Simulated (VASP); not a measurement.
# Pt (I4/mmm) in VASP: further runs

Pt is run at these levels: PBE; tasks: single point.

Everything below comes from runs of VASP 6.6.1. Logs are shortened: lines on timing, memory, paths and dates and some standing lists are left out, and cuts for length are marked.

### Step 1. The cell of the first run

It takes space group I4/mmm (No. 139, tetragonal). The conventional cell has a = 2.561 Å, b = 2.561 Å, c = 3.916 Å, α = 90.00°, β = 90.00°, γ = 90.00°. Within 3.4 Å of Pt (site symmetry 4/mmm) lie 12 Pt at 2.56 to 2.67 Å.

### Step 2. Single point, PBE (strain -0.0750 x Voigt [1, 1, 0, 0, 0, 0])

Contents of INCAR:

```
SYSTEM = Pt
ALGO = Fast
EDIFF = 1E-6
ENCUT = 520
GGA = PE
ISIF = 2
ISMEAR = -1
LASPH = .True.
LCHARG = .False.
LREAL = .False.
LWAVE = .False.
NBANDS = 11
NELM = 60
PREC = Accurate
SIGMA = 0.02
```

Contents of KPOINTS:

```
k-points
0
Gamma
  20 20 20
  0 0 0
```

Contents of POSCAR:

```
Pt
1.0
    0.0000000000      1.8110575000      1.9579000000
    1.8110575000      0.0000000000      1.9579000000
    1.8110575000      1.8110575000      0.0000000000
Pt
1
Direct
    0.0000000000      0.0000000000      0.0000000000
```

Potentials or basis: VASP PAW PBE potentials, release 64 (Pt).

Command:

```
> cat potpaw_PBE.64/Pt/POTCAR > POTCAR
> mpirun -np 1 vasp_std > vasp.out
```

OUTCAR:

```text
SYSTEM = Pt
   EDIFF = 1E-6
   ENCUT = 520
   GGA = PE
   ISIF = 2
   ISMEAR = -1
   LASPH = .True.
   LREAL = .False.
   NELM = 60
   PREC = Accurate

 ion  position               nearest neighbor table
   1  0.000  0.000  0.000-

  LATTYP: Found a body centered tetragonal cell.
 ALAT       =     2.5612220787
 C/A-ratio  =     1.5288795269

  Lattice vectors:

 A1 = (  -1.8110575000,   0.0000000000,   1.9579000000)
 A2 = (   1.8110575000,   0.0000000000,   1.9579000000)
 A3 = (   0.0000000000,   1.8110575000,  -1.9579000000)

Analysis of symmetry for initial positions (statically):
=====================================================================
 Subroutine PRICEL returns:
 Original cell was already a primitive cell.

 Routine SETGRP: Setting up the symmetry group for a
 body centered tetragonal supercell.

 Subroutine GETGRP returns: Found 16 space group operations
 (whereof 16 operations were pure point group operations)
 out of a pool of 16 trial point group operations.

The static configuration has the point symmetry D_4h.

Analysis of symmetry for dynamics (positions and initial velocities):
=====================================================================
 Subroutine PRICEL returns:
 Original cell was already a primitive cell.

 Routine SETGRP: Setting up the symmetry group for a
 body centered tetragonal supercell.

 Subroutine GETGRP returns: Found 16 space group operations
 (whereof 16 operations were pure point group operations)
 out of a pool of 16 trial point group operations.

The dynamic configuration has the point symmetry D_4h.

 Subroutine INISYM returns: Found 16 space group operations
 (whereof 16 operations are pure point group operations),
 and found     1 'primitive' translations

----------------------------------------------------------------------------------------

                                     Primitive cell

  volume of cell :      12.8435

  direct lattice vectors                    reciprocal lattice vectors
     0.000000000  1.811057500  1.957900000    -0.276081792  0.276081792  0.255375658
     1.811057500  0.000000000  1.957900000     0.276081792 -0.276081792  0.255375658
     1.811057500  1.811057500  0.000000000     0.276081792  0.276081792 -0.255375658

  length of vectors
     2.667077366  2.667077366  2.561222079     0.466539428  0.466539428  0.466539428

  position of ions in fractional coordinates (direct lattice)
     0.000000000  0.000000000  0.000000000

  ion indices of the primitive-cell ions
   primitive index   ion index
                 1           1

----------------------------------------------------------------------------------------

 KPOINTS: k-points

Automatic generation of k-mesh.
 Grid dimensions read from file:
 generate k-points for:   20   20   20

 Generating k-lattice:

  Cartesian coordinates                     Fractional coordinates (reciprocal lattice)
    -0.013804090  0.013804090  0.012768783     0.050000000  0.000000000  0.000000000
     0.013804090 -0.013804090  0.012768783     0.000000000  0.050000000  0.000000000
     0.013804090  0.013804090 -0.012768783     0.000000000  0.000000000  0.050000000

  Length of vectors
     0.023326971  0.023326971  0.023326971

  Shift w.r.t. Gamma in fractional coordinates (k-lattice)
     0.000000000  0.000000000  0.000000000

 Subroutine IBZKPT returns following result:
 ===========================================

 Found    641 irreducible k-points:

 Following reciprocal coordinates:
            Coordinates               Weight
  0.000000  0.000000  0.000000      1.000000
  0.050000  0.000000  0.000000      8.000000
  0.100000  0.000000  0.000000      8.000000
  0.150000  0.000000  0.000000      8.000000
  0.200000  0.000000  0.000000      8.000000
  0.250000 -0.000000  0.000000      8.000000
[... 16 lines left out ...]
 -0.400000  0.050000  0.000000      8.000000
 -0.350000  0.050000  0.000000      8.000000
 [... further k-points ...]
   k-points           NKPTS =    641   k-points in BZ     NKDIM =    641   number of bands    NBANDS=     11
   number of dos      NEDOS =    301   number of ions     NIONS =      1
   total plane-waves  NPLWV =   8000
   dimension x,y,z NGX =    20 NGY =   20 NGZ =   20
   dimension x,y,z NGXF=    40 NGYF=   40 NGZF=   40
   ions per type =               1
   NGX,Y,Z   is equivalent  to a cutoff of  12.47, 12.47, 12.98 a.u.
   NGXF,Y,Z  is equivalent  to a cutoff of  24.93, 24.93, 25.96 a.u.
 SYSTEM =  Pt
   PREC   = accura    normal or accurate (medium, high low for compatibility)
   ISTART =      0    job   : 0-new  1-cont  2-samecut
   ICHARG =      2    charge: 1-file 2-atom 10-const
   ISPIN  =      1    spin polarized calculation?
   LNONCOLLINEAR =      F non collinear calculations
   LSORBIT =      F    spin-orbit coupling
   LASPH  =      T    aspherical Exc in radial PAW
   ENCUT  =  520.0 eV  38.22 Ry    6.18 a.u.   4.96  4.96  4.76*2*pi/ulx,y,z
   NELM   =     60;   NELMIN=  2; NELMDL= -5     # of ELM steps
   EDIFF  = 0.1E-05   stopping-criterion for ELM
   LREAL  =      F    real-space projection
[... 7 lines left out ...]
   TEBEG  =    0.0;   TEEND  =   0.0 temperature during run
   PSTRESS=    0.0 pullay stress
   NELECT =      10.0000    total number of electrons
   NUPDOWN=      -1.0000    fix difference up-down
   EMIN   =  10.00;   EMAX   =-10.00  energy-range for DOS
   EFERMI =   0.00;   METHOD = LEGACY
   ISMEAR =    -1;   SIGMA  =   0.02  broadening in eV -4-tet -1-fermi 0-gaus
   EFERMI_NEDOS =   21; number of points for ismear=-14 and -15
   IALGO  =     68    algorithm
   IMIX   =      4    mixing-type and parameters
     AMIX     =   0.40;   BMIX     =  1.00
     AMIX_MAG =   1.60;   BMIX_MAG =  1.00
  volume/ion in A,a.u.               =      12.84        86.67
  Fermi-wavevector in a.u.,A,eV,Ry     =   1.506075  2.846068 30.861563  2.268261
  Thomas-Fermi vector in A             =   2.616840
   LORBIT       =      0    0 simple, 1 ext, 2 COOP (PROOUT), +10 PAW based schemes
   GGA     = PE    functional components
   LHFCALC =     F    Hartree Fock is set to
   AEXX    =    0.0000 exact exchange contribution
   IVDW    =     0    specifies the selected vdW correction
   LEPSILON=     F    determine dielectric tensor
   LRPA    =     F    only Hartree local field effects (RPA)
 non-spin polarized calculation
 RMM-DIIS sequential band-by-band and
  energy-cutoff  :      520.00
  volume of cell :       12.84
 maximum number of plane-waves:       359
   NGX =  9   NGY =  9   NGZ =  9

 number of electron      10.0000000 magnetization

 Free energy of the ion-electron system (eV)
  ---------------------------------------------------
  ext. energy  EPLUGINS =         0.00000000
  ---------------------------------------------------
  free energy    TOTEN  =        -5.48074881 eV

  energy without entropy =       -5.47875401  energy(sigma->0) =       -5.47975141

 E-fermi :  14.6304     XC(G=0): -14.4693

 val. band max:       14.6282542726   @ k =  -0.4500   0.0000   0.1500
 cond. band min:      14.6312113489   @ k =   0.4000   0.0500   0.3000
 fundamental gap:      0.0029570763
 Fermi energy:        14.6304124301

 k-point     1 :       0.0000    0.0000    0.0000
  band No.  band energies     occupation
      1       2.4933      2.00000
      2       8.9928      2.00000
      3      10.1790      2.00000
      4      10.1790      2.00000
      5      11.7720      2.00000
      6      13.2304      2.00000
      7      28.7582      0.00000
      8      32.9243      0.00000
      9      35.4412      0.00000
     10      35.4412      0.00000
     11      40.7026      0.00000

 k-point     2 :       0.0500    0.0000    0.0000
  band No.  band energies     occupation
      1       2.6129      2.00000
      2       9.0209      2.00000
      3      10.1362      2.00000
      4      10.2294      2.00000
      5      11.7568      2.00000
      6      13.1808      2.00000
      7      28.9643      0.00000
      8      32.9395      0.00000
      9      35.0062      0.00000
     10      35.6507      0.00000
     11      41.4394      0.00000

 k-point     3 :       0.1000    0.0000    0.0000
  band No.  band energies     occupation
      1       2.9612      2.00000
      2       9.0787      2.00000
      3      10.0343      2.00000
      4      10.3696      2.00000
      5      11.7407      2.00000
      6      13.0513      2.00000
      7      29.5386      0.00000
      8      32.5331      0.00000
      9      34.6955      0.00000
     10      36.2639      0.00000
     11      42.8469      0.00000

 k-point     4 :       0.1500    0.0000    0.0000
  band No.  band energies     occupation
      1       3.5025      2.00000
      2       9.1082      2.00000
      3       9.9285      2.00000
      4      10.5605      2.00000
      5      11.8071      2.00000
      6      12.9007      2.00000
      7      30.3026      0.00000
      8      31.4534      0.00000
      9      35.3170      0.00000
     10      37.2367      0.00000
     11      42.1896      0.00000
[... 239 lines left out ...]
 k-point    22 :      -0.4500    0.0500    0.0000
  band No.  band energies     occupation
      1       5.5659      2.00000
      2       9.0591      2.00000
      3      10.2754      2.00000
      4      12.7784      2.00000
      5      14.3456      2.00000
      6      15.6455      0.00000
      7      22.1181      0.00000
      8      28.3730      0.00000
      9      33.9452      0.00000
     10      35.6283      0.00000
     11      43.8731      0.00000

 k-point    23 :      -0.4000    0.0500    0.0000
  band No.  band energies     occupation
      1       5.5910      2.00000
      2       9.1524      2.00000
      3      10.3406      2.00000
      4      11.9886      2.00000
      5      14.0164      2.00000
      6      15.2762      0.00000
      7      23.2967      0.00000
      8      28.7474      0.00000
      9      34.3913      0.00000
     10      36.4851      0.00000
     11      42.2714      0.00000

 k-point    24 :      -0.3500    0.0500    0.0000
  band No.  band energies     occupation
      1       5.5923      2.00000
      2       9.2838      2.00000
      3      10.4718      2.00000
      4      10.9377      2.00000
      5      13.5656      2.00000
      6      14.6384      0.80206
      7      24.9314      0.00000
      8      29.4624      0.00000
      9      35.4121      0.00000
     10      37.8082      0.00000
     11      40.4416      0.00000

 [... further k-points ...]

------------------------ aborting loop because EDIFF is reached ----------------------------------------

  FORCE on cell =-STRESS in cart. coord.  units (eV):
  Direction    XX          YY          ZZ          XY          YZ          ZX
  --------------------------------------------------------------------------------------
  -------------------------------------------------------------------------------------
  Total        7.2111152      7.2111152      5.7129821      0.0000000     -0.0000000      0.0000000
  in kB      899.5556494    899.5556494    712.6699863      0.0000000     -0.0000000      0.0000000
  external PRESSURE =     837.2604284 kB  Pullay stress =       0.0000000 kB

 VOLUME and BASIS-vectors are now :
 -----------------------------------------------------------------------------
  energy-cutoff  :      520.00
  volume of cell :       12.84
      direct lattice vectors                 reciprocal lattice vectors
     0.000000000  1.811057500  1.957900000    -0.276081792  0.276081792  0.255375658
     1.811057500  0.000000000  1.957900000     0.276081792 -0.276081792  0.255375658
     1.811057500  1.811057500  0.000000000     0.276081792  0.276081792 -0.255375658

 POSITION                                       TOTAL-FORCE (eV/Angst)
 -----------------------------------------------------------------------------------
      0.00000      0.00000      0.00000         0.000000     -0.000000      0.000000
 -----------------------------------------------------------------------------------
    total drift:                                0.000000     -0.000000     -0.000000

  FREE ENERGIE OF THE ION-ELECTRON SYSTEM (eV)
  ---------------------------------------------------
  free  energy   TOTEN  =        -5.4807488093 eV

  energy  without entropy=       -5.4787540057  energy(sigma->0) =       -5.47975141
```

Wall time 68 s (1 thread of Intel Xeon Platinum 8488C (Sapphire Rapids), shared host); peak memory 0.2 GiB.

What came out:

```yaml
Free_energy: -5.4807 eV
Pressure: 83.7 GPa
Band_gap_on_the_k_mesh: zero (bands 5 and 6 overlap by 3.45 eV)
```

Caveat: the cell differs from its parent crystal (strain -0.0750 x Voigt [1, 1, 0, 0, 0, 0]); the cell stands under pressure; spin-orbit coupling is left out, which moves the levels of the heavy elements.

[end of part 1 of 2]
